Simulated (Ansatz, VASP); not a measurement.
**Two plane-wave programs on Ru**

```
Ru
1.0
     0.00000    2.65242    2.65242
     2.65242    0.00000    2.65242
     2.65242    2.65242    0.00000
Ru
2
Cartesian
  0.6631 0.6631 0.6631
  4.6417 4.6417 4.6417
```

Alike in both runs: task single point; functional PBE; k mesh 16 × 16 × 16; occupations fermi-dirac, width 0.05 eV; collinear spin.

|  | VASP | Ansatz |
| --- | --- | --- |
| version | VASP 6.6.1 | Ansatz 0.2.0 |
| potentials or method | VASP PAW PBE potentials, release 64 (Ru_pv), cutoff 520 eV | plane waves (420 eV) with PAW, scalar-relativistic |
| valence electrons in the cell | 28 | 32 |

Ansatz gave:

| Quantity | Value |
| --- | --- |
| pressure (GPa) | 16.6 |
| net moment per atom (μB) | 0.00 |

Task: Which values does VASP return?

Result: Pressure (GPa): 17.1; net moment per atom (μB): 0.00.

VASP's potentials hold 28 valence electrons a cell and Ansatz's 32, so a difference there can come from the potentials and not from the codes. Ansatz's warnings: seeded moment not kept.
